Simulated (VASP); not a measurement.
Set up this calculation in VASP 6.6.1, as the native input.

```yaml
Task: single point
Functional: PBE
Potentials_or_basis: VASP PAW PBE potentials, release 64 (Si, O)
Cutoff: 520 eV
k_mesh: 6 × 6 × 8
Occupations: gaussian, width 0.05 eV
Spin: no spin polarisation
Dipole_correction: no
Further_INCAR_settings: ALGO = Normal; EDIFF = 1e-06; NBANDS = 25
```

The structure of SiO2 lies in POSCAR:

```
SiO2
1.0
    4.0666718729      0.0000000000      0.0000000000
    0.0000000000      4.0666718729      0.0000000000
    0.0000000000      0.0000000000      2.6904781063
Si O
2 4
Direct
    0.5000000000      0.5000000000      0.5000000000
    0.0000000000      0.0000000000      0.0000000000
    0.6930152167      0.6930152167      0.0000000000
    0.1930152167      0.8069847833      0.5000000000
    0.3069847833      0.3069847833      0.0000000000
    0.8069847833      0.1930152167      0.5000000000
```

This cell differs from its parent crystal: strain -0.040 along x and y, +0.000 along z.

The input as run:

INCAR

```
ALGO = Normal ; EDIFF = 1E-6
ENCUT = 520 ; GGA = PE
ISIF = 2 ; ISMEAR = 0
LASPH = True ; LCHARG = False
LREAL = False ; LWAVE = False
NBANDS = 25 ; NELM = 80
PREC = Accurate ; SIGMA = 0.05
```

KPOINTS

```
k-points
0
Gamma
  6 6 8
```

Potentials or basis: VASP PAW PBE potentials, release 64 (Si, O).

Command:

```bash
$ cat potpaw_PBE.64/Si/POTCAR potpaw_PBE.64/O/POTCAR > POTCAR
$ mpirun -np 1 vasp_std > vasp.out
```

Results of the run:

The pressure is 27.1 GPa and the largest force is 0.787 eV/Å. The band gap on the k mesh is 6.31 eV, direct.

Caveat: the cell differs from its parent crystal (strain -0.040 along x and y, +0.000 along z).

It took 26 s on 1 thread of Intel(R) Xeon(R) 6975P-C (Granite Rapids), with other jobs on the host, peak memory 0.16 GiB.
